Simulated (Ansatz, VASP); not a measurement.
F in VASP and in Ansatz

INCAR

```
SYSTEM = F
PREC = Accurate
ENCUT = 520
EDIFF = 1E-6
ISMEAR = -1
SIGMA = 0.08
LREAL = .False.
LASPH = .True.
NELM = 60
ALGO = Normal
ISIF = 2
LWAVE = .False.
LCHARG = .False.
GGA = PE
NBANDS = 14
```

Contents of KPOINTS:

```
regular mesh
0
Gamma
  19 19 10
  0 0 0
```

File POSCAR:

```
F
1.0
    2.9227223324      0.0000000000      0.0000000000
   -1.4613611662      2.5311517881      0.0000000000
    0.0000000000      0.0000000000      2.9400096624
F
2
Direct
    0.3333333333      0.6666666667      0.2500000000
    0.6666666667      0.3333333333      0.7500000000
```

Input for Ansatz:

```yaml
crystal:
  lattice:
    - [2.9227223324, 0.0, 0.0]
    - [-1.4613611662, 2.5311517881, 0.0]
    - [0.0, 0.0, 2.9400096624]
  atoms:
    - { symbol: F, position: [0.3333333333, 0.6666666667, 0.25] }
    - { symbol: F, position: [0.6666666667, 0.3333333333, 0.75] }
kpoints:
  mp_grid: { grid: [19, 19, 10] }
scf:
  occupations: { method: fermi_dirac, width: 0.08 }
hamiltonian:
  xc: pbe
  pseudopotentials: { kind: all_electron, lapw: { basis_error: 0.0005 } }
output:
  forces: true
  stress: true
  eigenvalues: true
```

Change from the starting cell: volume scaled by 1.02.

Alike in both runs: task single point; functional PBE; k mesh 19 × 19 × 10; occupations fermi-dirac, width 0.08 eV; no spin polarisation.

```csv
,VASP,Ansatz
version,VASP 6.6.1,Ansatz 0.2.0
potentials or method,"VASP PAW PBE potentials, release 64 (F), cutoff 520 eV","all-electron LAPW, scalar-relativistic"
```

VASP gave:

* pressure (GPa): -1.7
* traceless stress, the component that is largest in VASP (GPa): -0.33

Q: What did Ansatz give for the same quantities?

A: Pressure (GPa): -1.1; traceless stress, the component that is largest in VASP (GPa): -0.34.

Ansatz ran all-electron here, and VASP with PAW potentials.
